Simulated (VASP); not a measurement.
Wanted: the native input for a VASP 6.6.1 run.

```
Task                   : single point
Functional             : PBEsol
Potentials or basis    : VASP PAW PBE potentials, release 64 (Ti_sv, Al)
Cutoff                 : 520 eV
k mesh                 : 16 × 16 × 8
Occupations            : gaussian, width 0.1 eV
Spin                   : no spin polarisation
Dipole correction      : no
Further INCAR settings : ALGO = Fast; EDIFF = 1e-06; NBANDS = 14
```

The structure of TiAl lies in POSCAR:

```
TiAl
1.0
    2.7478120881      0.0103221440     -0.0048456732
   -1.3649668050      2.3641842138     -0.0000106229
   -0.0079059603     -0.0045845213      4.7541486296
Ti Al
1 1
Direct
    0.0933869769      0.0466934884     -0.0199687476
    0.2399463531      0.6199731816      0.5199687476
```

This cell differs from its parent crystal: strained and its atoms moved.

The input as run:

INCAR

```
  PREC = Accurate
  ENCUT = 520
  EDIFF = 1E-6
  ISMEAR = 0
  SIGMA = 0.1
  LREAL = False
  LASPH = True
  NELM = 100
  ALGO = Fast
  ISIF = 2
  LWAVE = False
  LCHARG = False
  GGA = PS
  NBANDS = 14
```

KPOINTS

```
Automatic mesh
0
Gamma
  16 16 8
```

Potentials or basis: VASP PAW PBE potentials, release 64 (Ti_sv, Al).

Command:

```console
$ cat potpaw_PBE.64/Ti_sv/POTCAR potpaw_PBE.64/Al/POTCAR > POTCAR
$ mpirun -np 1 vasp_std > vasp.out
```

It gave:

- Pressure: 8.1 GPa
- Largest force: 1.541 eV/Å
- Band gap on the k mesh: zero (an odd number of electrons rules out a gap without spin polarisation)

Caveat: the cell differs from its parent crystal (strained and its atoms moved); the stress differs along the axes, from 4 to 14 GPa; the PAW data sets were made with another functional, which shifts forces and pressure a little.

It took 3 min on 1 thread of Intel(R) Xeon(R) 6975P-C (Granite Rapids), with other jobs on the host, peak memory 0.34 GiB.
